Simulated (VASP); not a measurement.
LiMg12 (a cell with a defect): single point with PBE

The system is LiMg12 (a cell with a defect).

```xyz
13
Lattice="6.4200 0.0000 0.0000 -4.8150 8.3398 0.0000 0.0000 0.0000 5.2130" Properties=species:S:1:pos:R:3 pbc="T T T"
Mg    0.4080    0.4572   -0.1845
Mg   -0.1373    2.0035    2.4828
Mg   -1.7485    2.6039   -0.0819
Mg   -1.7775    4.6986    2.3042
Mg   -3.3058    5.6676   -0.1837
Mg   -3.3166    7.4615    2.5663
Mg    3.3067   -0.0622    0.3534
Mg    2.9984    1.8758    2.6934
Mg    1.6827    2.9888    0.0503
Mg    1.5132    4.6928    2.5378
Mg   -0.3484    5.0867   -0.3729
Mg   -0.0952    7.5950    3.1951
Li    0.8527    6.8362    0.9328
```

```yaml
Program: VASP 6.6.1
Task: single point
Functional: PBE
Potentials_or_basis: VASP PAW PBE potentials, release 64 (Mg, Li_sv)
Cutoff: 520 eV
k_mesh: 3 × 2 × 3
Occupations: fermi-dirac, width 0.1 eV
Spin: no spin polarisation
Dipole_correction: no
Further_INCAR_settings: ALGO = Normal; EDIFF = 1e-06; NBANDS = 26
```

```json
{"Largest force": "0.040 eV/Å"}
```

Forces on the atoms (eV/Å):
```
Mg   0.010  0.006  0.005
Mg  -0.007 -0.008 -0.006
Mg   0.007  0.005  0.003
Mg  -0.001 -0.008 -0.007
Mg   0.002  0.002  0.008
Mg   0.001  0.002 -0.006
Mg  -0.010 -0.005  0.000
Mg  -0.003  0.004 -0.003
Mg  -0.001  0.000  0.009
Mg  -0.002 -0.005  0.006
Mg  -0.018  0.001 -0.002
Mg  -0.014  0.012  0.006
Li   0.038 -0.006 -0.012
```

Levels at points of the mesh, in eV from the Fermi level:
```
           k point  band 11  band 12  band 13  band 14  band 15  band 16
(0.00, 0.00, 0.00)    -0.37    -0.17     0.10     0.20     0.45     0.61
(0.00, 0.50, 0.00)    -1.17    -0.93    -0.83    -0.44     0.01     1.58
```

Wall time 40 s on 1 thread of Intel(R) Xeon(R) 6975P-C (Granite Rapids), with other jobs on the host, peak memory 0.36 GiB.

Caveat: the k points lie up to 0.40 Å⁻¹ apart.
